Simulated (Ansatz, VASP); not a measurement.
## BiAs in VASP and in Ansatz

```
As Bi
1.0
     5.03427    0.00000    0.00000
    -2.51713    4.35980    0.00000
     0.00000    0.00000    6.49567
As Bi
2 2
Cartesian
  0.0000 2.9065 -0.1781
  2.5171 1.4533 3.0698
  0.0000 2.9065 2.6204
  2.5171 1.4533 5.8683
```

Alike in both runs: task electric field gradients; functional PBEsol; k mesh 10 × 10 × 6; occupations fermi-dirac, width 0.08 eV; no spin polarisation.

|  | VASP | Ansatz |
| --- | --- | --- |
| version | VASP 6.6.1 | Ansatz 0.2.0 |
| potentials or method | VASP PAW PBE potentials, release 64 (As, Bi_d) | PAW with Ansatz's default frozen-core files, scalar-relativistic |
| plane-wave cutoff (eV) | 520 | 420 |
| valence electrons in the cell | 40 | 60 |

```csv
,VASP,Ansatz,Ansatz less VASP
pressure (GPa),-1.9,-2.0,-0.03
"traceless stress, the component that is largest in VASP (GPa)",-0.07,-0.10,-0.027
rms of the force components (eV/Å),0.023,0.028,+0.0053
size of Vzz on the site where it differs most (V/Å²),41.7,40.3,-1.37
```

VASP's potentials were made for PBE, not for PBEsol. Atom by atom the forces differ by 0.005 eV/Å (rms over components). VASP's potentials hold 40 valence electrons a cell and Ansatz's 60, so a difference there can come from the potentials and not from the codes.

Spin-orbit coupling is off throughout.
